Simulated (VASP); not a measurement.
Ge:

```xyz
1
Lattice="0.0000 2.0984 2.0984 2.0984 0.0000 2.0984 2.0984 2.0984 0.0000" Properties=species:S:1:pos:R:3 pbc="T T T"
Ge    0.0000    0.0000    0.0000
```

Base run:

```yaml
Program: VASP 6.6.1
Functional: PBE
Potentials_or_basis: VASP PAW PBE potentials, release 64 (Ge_d)
Cutoff: 500 eV
k_mesh: 10 × 10 × 10
Occupations: fermi-dirac, width 0.1 eV
Spin: no spin polarisation
```

Its results: band gap on the k mesh zero (band 7 reaches 16.23 eV, above the bottom of band 8 at 4.69 eV); pressure 3.7 GPa.

Q: The run is repeated on the same cell with these changes: functional from PBE to revPBE. What comes out?

A: Band gap on the k mesh zero (band 7 reaches 16.36 eV, above the bottom of band 8 at 4.77 eV); pressure 4.9 GPa.

revPBE binds less tightly than PBE, so the same cell stands under more pressure.

Caveats: the PAW data sets were made with another functional, which shifts forces and pressure a little (some runs).
